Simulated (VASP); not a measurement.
# SrO (Fm-3m) in VASP: notebook

The runs below take SrO through single point, with PBEsol+D4, PBE, LDA.

All numbers are computed with VASP 6.6.1; they aren't measurements. Logs are shortened: lines on timing, memory, paths and dates and some standing lists are left out, and cuts for length are marked.

**1. The cell of the first run**

Symmetry: Fm-3m, No. 225, cubic system. The conventional cell has a = 5.168 Å, b = 5.168 Å, c = 5.168 Å, α = 90.00°, β = 90.00°, γ = 90.00°. Within 3.4 Å of Sr (site symmetry m-3m) lie 6 O at 2.58 Å. Within 3.4 Å of O (site symmetry m-3m) lie 6 Sr at 2.58 Å.

**2. Single point, PBEsol+D4**

INCAR reads:

```
SYSTEM = SrO
ALGO = Normal ; EDIFF = 1E-6
ENCUT = 600 ; GGA = PS
GGA_COMPAT = .False. ; ISIF = 2
ISMEAR = 0 ; IVDW = 13
LASPH = .True. ; LCHARG = .True.
LELF = .True. ; LREAL = .False.
LVHAR = .True. ; LWAVE = .False.
NBANDS = 15 ; NELM = 120
PREC = Accurate ; SIGMA = 0.1
```

KPOINTS reads:

```
k-points
0
Gamma
  5 5 5
  0 0 0
```

POSCAR reads:

```
SrO
1.0
    0.0000000000      2.5837846888      2.5837846888
    2.5837846888      0.0000000000      2.5837846888
    2.5837846888      2.5837846888      0.0000000000
Sr O
1 1
Direct
    0.5000000000      0.5000000000      0.5000000000
    0.0000000000      0.0000000000      0.0000000000
```

Potentials or basis: VASP PAW PBE potentials, release 64 (Sr_sv, O).

Command:

```sh
cat potpaw_PBE.64/Sr_sv/POTCAR potpaw_PBE.64/O/POTCAR > POTCAR
mpirun -np 1 vasp_std > vasp.out
```

OUTCAR:

```text
SYSTEM = SrO
   EDIFF = 1E-6
   ENCUT = 600
   GGA = PS
   ISIF = 2
   ISMEAR = 0
   IVDW = 13
   LASPH = .True.
   LREAL = .False.
   NELM = 120
   PREC = Accurate

 ion  position               nearest neighbor table
   1  0.500  0.500  0.500-   2 2.58   2 2.58   2 2.58   2 2.58   2 2.58   2 2.58
   2  0.000  0.000  0.000-   1 2.58   1 2.58   1 2.58   1 2.58   1 2.58   1 2.58

  LATTYP: Found a face centered cubic cell.
 ALAT       =     5.1675693776

  Lattice vectors:

 A1 = (   0.0000000000,   2.5837846888,   2.5837846888)
 A2 = (   2.5837846888,   0.0000000000,   2.5837846888)
 A3 = (   2.5837846888,   2.5837846888,   0.0000000000)

Analysis of symmetry for initial positions (statically):
=====================================================================
 Subroutine PRICEL returns:
 Original cell was already a primitive cell.

 Routine SETGRP: Setting up the symmetry group for a
 face centered cubic supercell.

 Subroutine GETGRP returns: Found 48 space group operations
 (whereof 48 operations were pure point group operations)
 out of a pool of 48 trial point group operations.

The static configuration has the point symmetry O_h .

Analysis of symmetry for dynamics (positions and initial velocities):
=====================================================================
 Subroutine PRICEL returns:
 Original cell was already a primitive cell.

 Routine SETGRP: Setting up the symmetry group for a
 face centered cubic supercell.

 Subroutine GETGRP returns: Found 48 space group operations
 (whereof 48 operations were pure point group operations)
 out of a pool of 48 trial point group operations.

The dynamic configuration has the point symmetry O_h .

 Subroutine INISYM returns: Found 48 space group operations
 (whereof 48 operations are pure point group operations),
 and found     1 'primitive' translations

----------------------------------------------------------------------------------------

                                     Primitive cell

  volume of cell :      34.4984

  direct lattice vectors                    reciprocal lattice vectors
     0.000000000  2.583784689  2.583784689    -0.193514577  0.193514577  0.193514577
     2.583784689  0.000000000  2.583784689     0.193514577 -0.193514577  0.193514577
     2.583784689  2.583784689  0.000000000     0.193514577  0.193514577 -0.193514577

  length of vectors
     3.654023349  3.654023349  3.654023349     0.335177079  0.335177079  0.335177079

  position of ions in fractional coordinates (direct lattice)
     0.500000000  0.500000000  0.500000000
     0.000000000  0.000000000  0.000000000

  ion indices of the primitive-cell ions
   primitive index   ion index
                 1           1
                 2           2

----------------------------------------------------------------------------------------

 KPOINTS: k-points

Automatic generation of k-mesh.
 Grid dimensions read from file:
 generate k-points for:    5    5    5

 Generating k-lattice:

  Cartesian coordinates                     Fractional coordinates (reciprocal lattice)
    -0.038702915  0.038702915  0.038702915     0.200000000  0.000000000  0.000000000
     0.038702915 -0.038702915  0.038702915     0.000000000  0.200000000  0.000000000
     0.038702915  0.038702915 -0.038702915     0.000000000  0.000000000  0.200000000

  Length of vectors
     0.067035416  0.067035416  0.067035416

  Shift w.r.t. Gamma in fractional coordinates (k-lattice)
     0.000000000  0.000000000  0.000000000

 Subroutine IBZKPT returns following result:
 ===========================================

 Found     10 irreducible k-points:

 Following reciprocal coordinates:
            Coordinates               Weight
  0.000000  0.000000  0.000000      1.000000
  0.200000  0.000000  0.000000      8.000000
  0.400000  0.000000  0.000000      8.000000
  0.200000  0.200000  0.000000      6.000000
  0.400000  0.200000  0.000000     24.000000
 -0.400000  0.200000  0.000000     24.000000
 -0.200000  0.200000  0.000000     12.000000
  0.400000  0.400000  0.000000      6.000000
 -0.400000  0.400000  0.000000     12.000000
 -0.400000  0.400000  0.200000     24.000000
   k-points           NKPTS =     10   k-points in BZ     NKDIM =     10   number of bands    NBANDS=     15
   number of dos      NEDOS =    301   number of ions     NIONS =      2
   total plane-waves  NPLWV =  27000
   dimension x,y,z NGX =    30 NGY =   30 NGZ =   30
   dimension x,y,z NGXF=    60 NGYF=   60 NGZF=   60
   ions per type =               1   1
   NGX,Y,Z   is equivalent  to a cutoff of  13.65, 13.65, 13.65 a.u.
   NGXF,Y,Z  is equivalent  to a cutoff of  27.30, 27.30, 27.30 a.u.
 SYSTEM =  SrO
   PREC   = accura    normal or accurate (medium, high low for compatibility)
   ISTART =      0    job   : 0-new  1-cont  2-samecut
   ICHARG =      2    charge: 1-file 2-atom 10-const
   ISPIN  =      1    spin polarized calculation?
   LNONCOLLINEAR =      F non collinear calculations
   LSORBIT =      F    spin-orbit coupling
   LASPH  =      T    aspherical Exc in radial PAW
   ENCUT  =  600.0 eV  44.10 Ry    6.64 a.u.   7.30  7.30  7.30*2*pi/ulx,y,z
   NELM   =    120;   NELMIN=  2; NELMDL= -5     # of ELM steps
   EDIFF  = 0.1E-05   stopping-criterion for ELM
   LREAL  =      F    real-space projection
   EDIFFG = 0.1E-04   stopping-criterion for IOM
   NSW    =      0    number of steps for IOM
   IBRION =     -1    ionic relax: 0-MD 1-quasi-New 2-CG
   NFREE  =      0    steps in history (QN), initial steepest desc. (CG)
   ISIF   =      2    stress and relaxation
   ISYM   =      2    0-nonsym 1-usesym 2-fastsym
   POTIM  = 0.5000    time-step for ionic-motion
   TEBEG  =    0.0;   TEEND  =   0.0 temperature during run
   PSTRESS=    0.0 pullay stress
   NELECT =      16.0000    total number of electrons
   NUPDOWN=      -1.0000    fix difference up-down
   EMIN   =  10.00;   EMAX   =-10.00  energy-range for DOS
   EFERMI =   0.00;   METHOD = LEGACY
   ISMEAR =     0;   SIGMA  =   0.10  broadening in eV -4-tet -1-fermi 0-gaus
   EFERMI_NEDOS =   21; number of points for ismear=-14 and -15
   IALGO  =     38    algorithm
   IMIX   =      4    mixing-type and parameters
     AMIX     =   0.40;   BMIX     =  1.00
     AMIX_MAG =   1.60;   BMIX_MAG =  1.00
  volume/ion in A,a.u.               =      17.25       116.40
  Fermi-wavevector in a.u.,A,eV,Ry     =   1.267210  2.394679 21.848515  1.605821
  Thomas-Fermi vector in A             =   2.400370
   LORBIT       =      0    0 simple, 1 ext, 2 COOP (PROOUT), +10 PAW based schemes
   GGA     = PS    functional components
   LHFCALC =     F    Hartree Fock is set to
   AEXX    =    0.0000 exact exchange contribution
   IVDW    =    13    specifies the selected vdW correction
   LEPSILON=     F    determine dielectric tensor
   LRPA    =     F    only Hartree local field effects (RPA)
 non-spin polarized calculation
 Gauss-broadening in eV      SIGMA  =   0.10
  energy-cutoff  :      600.00
  volume of cell :       34.50
 maximum number of plane-waves:      1167
 NGX is ok and might be reduce to    30
   NGX = 15   NGY = 15   NGZ = 15

 number of electron      15.9999998 magnetization

 Free energy of the ion-electron system (eV)
  ---------------------------------------------------
  ext. energy  EPLUGINS =         0.00000000
  ---------------------------------------------------
  free energy    TOTEN  =       -12.63721365 eV

  energy without entropy =      -12.63721365  energy(sigma->0) =      -12.63721365

 E-fermi :   1.9437     XC(G=0): -10.2056

 val. band max:        1.4195646541   @ k =   0.0000   0.0000   0.0000
 cond. band min:       4.7714910046   @ k =   0.4000   0.4000   0.0000
 fundamental gap:      3.3519263504
 Fermi energy:         1.9436573974

 k-point     1 :       0.0000    0.0000    0.0000
  band No.  band energies     occupation
      1     -30.8701      2.00000
      2     -13.5593      2.00000
      3     -12.5381      2.00000
      4     -12.5381      2.00000
      5     -12.5381      2.00000
      6       1.4196      2.00000
      7       1.4196      2.00000
      8       1.4196      2.00000
      9       5.1382      0.00000
     10       7.5496      0.00000
     11       7.5496      0.00000
     12       7.5496      0.00000
     13       9.7106      0.00000
     14       9.7106      0.00000
     15      13.8340      0.00000

 k-point     2 :       0.2000    0.0000    0.0000
  band No.  band energies     occupation
      1     -30.8248      2.00000
      2     -14.2739      2.00000
      3     -12.5666      2.00000
      4     -12.5666      2.00000
      5     -11.9354      2.00000
      6       0.4513      2.00000
      7       0.9801      2.00000
      8       0.9801      2.00000
      9       6.7015      0.00000
     10       7.3134      0.00000
     11       8.3012      0.00000
     12       8.3012      0.00000
     13      10.6675      0.00000
     14      10.6675      0.00000
     15      16.0727      0.00000

 k-point     3 :       0.4000    0.0000    0.0000
  band No.  band energies     occupation
      1     -30.7501      2.00000
      2     -14.9688      2.00000
      3     -12.6116      2.00000
      4     -12.6116      2.00000
      5     -11.4222      2.00000
      6      -0.6204      2.00000
      7       0.3859      2.00000
      8       0.3859      2.00000
      9       7.6873      0.00000
     10       9.1257      0.00000
     11       9.8552      0.00000
     12       9.8552      0.00000
     13      12.6270      0.00000
     14      12.6270      0.00000
     15      16.4376      0.00000

 k-point     4 :       0.2000    0.2000    0.0000
  band No.  band energies     occupation
      1     -30.8103      2.00000
      2     -14.2119      2.00000
      3     -12.6642      2.00000
      4     -12.6642      2.00000
      5     -11.9798      2.00000
      6       0.1706      2.00000
      7       1.2911      2.00000
      8       1.2911      2.00000
      9       6.1503      0.00000
     10       6.6444      0.00000
     11       9.0982      0.00000
     12       9.0982      0.00000
     13      10.2342      0.00000
     14      11.3216      0.00000
     15      16.7637      0.00000

 k-point     5 :       0.4000    0.2000    0.0000
  band No.  band energies     occupation
      1     -30.7463      2.00000
      2     -14.5961      2.00000
      3     -12.7749      2.00000
      4     -12.7310      2.00000
      5     -11.8603      2.00000
      6      -0.0252      2.00000
      7       0.7258      2.00000
      8       0.9108      2.00000
      9       6.2248      0.00000
     10       8.3389      0.00000
     11      10.2443      0.00000
     12      10.4574      0.00000
     13      11.7138      0.00000
     14      12.4336      0.00000
     15      16.5478      0.00000

 k-point     6 :      -0.4000    0.2000    0.0000
  band No.  band energies     occupation
      1     -30.7210      2.00000
      2     -14.7997      2.00000
      3     -12.9323      2.00000
      4     -12.6769      2.00000
      5     -11.6477      2.00000
      6      -0.2801      2.00000
      7       0.4499      2.00000
      8       0.6643      2.00000
      9       7.6832      0.00000
     10       8.2810      0.00000
     11      10.4151      0.00000
     12      10.5729      0.00000
     13      12.8917      0.00000
     14      14.0673      0.00000
     15      14.6991      0.00000

 k-point     7 :      -0.2000    0.2000    0.0000
  band No.  band energies     occupation
      1     -30.7701      2.00000
      2     -14.6213      2.00000
      3     -12.8211      2.00000
      4     -12.5747      2.00000
      5     -11.6523      2.00000
      6      -0.1855      2.00000
      7       0.4812      2.00000
      8       1.0683      2.00000
      9       7.1486      0.00000
     10       7.8304      0.00000
     11       8.9083      0.00000
     12       9.7939      0.00000
     13      11.8377      0.00000
     14      12.0514      0.00000
     15      17.1339      0.00000

 k-point     8 :       0.4000    0.4000    0.0000
  band No.  band energies     occupation
      1     -30.7147      2.00000
      2     -14.0496      2.00000
      3     -12.8641      2.00000
      4     -12.8641      2.00000
      5     -12.7950      2.00000
      6       0.6444      2.00000
      7       1.3007      2.00000
      8       1.3007      2.00000
      9       4.7715      0.00000
     10       8.6464      0.00000
     11      11.2944      0.00000
     12      11.6043      0.00000
     13      11.8932      0.00000
     14      11.8932      0.00000
     15      16.0048      0.00000

 k-point     9 :      -0.4000    0.4000    0.0000
  band No.  band energies     occupation
      1     -30.6991      2.00000
      2     -14.1313      2.00000
      3     -13.3773      2.00000
      4     -12.8322      2.00000
      5     -12.2947      2.00000
      6       0.6933      2.00000
      7       0.9285      2.00000
      8       0.9868      2.00000
      9       5.6025      0.00000
     10       9.6482      0.00000
     11       9.7702      0.00000
     12      11.8258      0.00000
     13      12.0909      0.00000
     14      14.1311      0.00000
     15      14.6405      0.00000

 k-point    10 :      -0.4000    0.4000    0.2000
  band No.  band energies     occupation
      1     -30.7075      2.00000
      2     -14.4225      2.00000
      3     -13.0666      2.00000
      4     -12.9955      2.00000
      5     -11.9351      2.00000
      6       0.2313      2.00000
      7       0.7049      2.00000
      8       1.0002      2.00000
      9       6.6047      0.00000
     10       8.3030      0.00000
     11      10.0128      0.00000
     12      11.6970      0.00000
     13      12.4500      0.00000
     14      14.0828      0.00000
     15      14.9784      0.00000

------------------------ aborting loop because EDIFF is reached ----------------------------------------

  DFT-D4 for vdW energy calculation

  Edisp (eV):   -0.19728

  FORCE on cell =-STRESS in cart. coord.  units (eV):
  Direction    XX          YY          ZZ          XY          YZ          ZX
  --------------------------------------------------------------------------------------
  -------------------------------------------------------------------------------------
  Total      -0.60542    -0.60542    -0.60542    -0.00000     0.00000    -0.00000
  in kB     -28.11710   -28.11710   -28.11710    -0.00000     0.00000    -0.00000
  external pressure =      -28.12 kB  Pullay stress =        0.00 kB

 VOLUME and BASIS-vectors are now :
 -----------------------------------------------------------------------------
  energy-cutoff  :      600.00
  volume of cell :       34.50
      direct lattice vectors                 reciprocal lattice vectors
     0.000000000  2.583784689  2.583784689    -0.193514577  0.193514577  0.193514577
     2.583784689  0.000000000  2.583784689     0.193514577 -0.193514577  0.193514577
     2.583784689  2.583784689  0.000000000     0.193514577  0.193514577 -0.193514577

 POSITION                                       TOTAL-FORCE (eV/Angst)
 -----------------------------------------------------------------------------------
      2.58378      2.58378      2.58378         0.000000      0.000000      0.000000
      0.00000      0.00000      0.00000        -0.000000     -0.000000     -0.000000
 -----------------------------------------------------------------------------------
    total drift:                               -0.000000      0.000000      0.000000

  FREE ENERGIE OF THE ION-ELECTRON SYSTEM (eV)
  ---------------------------------------------------
  free  energy   TOTEN  =       -12.8344903718 eV

  energy  without entropy=      -12.8344903718  energy(sigma->0) =      -12.83449037
```

Run time: 11 s. Hardware: 1 thread of Intel Xeon 6975P-C (Granite Rapids), shared host; peak memory 0.16 GiB.

Results:

* Free energy: -12.8345 eV
* Pressure: -2.8 GPa
* Band gap on the k mesh: 3.35 eV, indirect (least direct gap 3.47 eV)
* Dispersion energy per atom: -0.099 eV

Caveat: the k points lie up to 0.42 Å⁻¹ apart; the PAW data sets were made with another functional, which shifts forces and pressure a little. As with any semilocal functional, this PBEsol gap is likely too small.

**3. Single point, PBE**

INCAR reads:

```
SYSTEM = SrO
PREC = Accurate
ENCUT = 600
EDIFF = 1E-6
ISMEAR = -4
SIGMA = 0.1
LREAL = .False.
LASPH = .True.
NELM = 120
ALGO = Normal
ISIF = 2
LWAVE = .False.
LCHARG = .False.
GGA = PE
ISYM = 0
NBANDS = 15
GGA_COMPAT = .False.
```

KPOINTS reads:

```
Automatic mesh
0
Gamma
  1 7 3
  0 0 0
```

POSCAR is that of step 2.

Potentials or basis: VASP PAW PBE potentials, release 64 (Sr_sv, O).

Command:

```sh
cat potpaw_PBE.64/Sr_sv/POTCAR potpaw_PBE.64/O/POTCAR > POTCAR
mpirun -np 1 vasp_std > vasp.out
```

It took 8.6 s on 1 thread of Intel Xeon 6975P-C (Granite Rapids), shared host; peak memory 0.16 GiB.

The run converged, but its numbers aren't listed here, since they failed a check.

Caveat: the k points lie up to 2.11 Å⁻¹ apart.

(Continued in part 2 of 2.)
